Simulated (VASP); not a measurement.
A run of VASP 6.6.1:

The input INCAR:

```
SYSTEM = Y
ALGO = Fast ; EDIFF = 1E-6
ENCUT = 520 ; GGA = PS
ISIF = 2 ; ISMEAR = 0
LASPH = .True. ; LCHARG = .False.
LREAL = .False. ; LWAVE = .False.
NBANDS = 12 ; NELM = 100
PREC = Accurate ; SIGMA = 0.15
```

File KPOINTS:

```
k-points
0
Gamma
  16 16 16
  0 0 0
```

The input POSCAR:

```
Y
1.0
    0.0000000000      2.2675625000      2.4850000000
    2.7024375000      0.0000000000      2.4850000000
    2.7024375000      2.2675625000      0.0000000000
Y
1
Direct
    0.0000000000      0.0000000000      0.0000000000
```

Potentials or basis: VASP PAW PBE potentials, release 64 (Y_sv).

Command:

```console
$ cat potpaw_PBE.64/Y_sv/POTCAR > POTCAR
$ mpirun -np 1 vasp_std > vasp.out
```

Hardware: 1 thread of AMD EPYC 7R43 64-Core Processor (Zen 3) (shared host).

**Question.** Estimate the wall time of this run.

**Answer.** It took 5.1 min on 1 thread of AMD EPYC 7R43 64-Core Processor (Zen 3) (shared host), peak memory 0.33 GiB. Counts: scf iterations 16, k points 621.
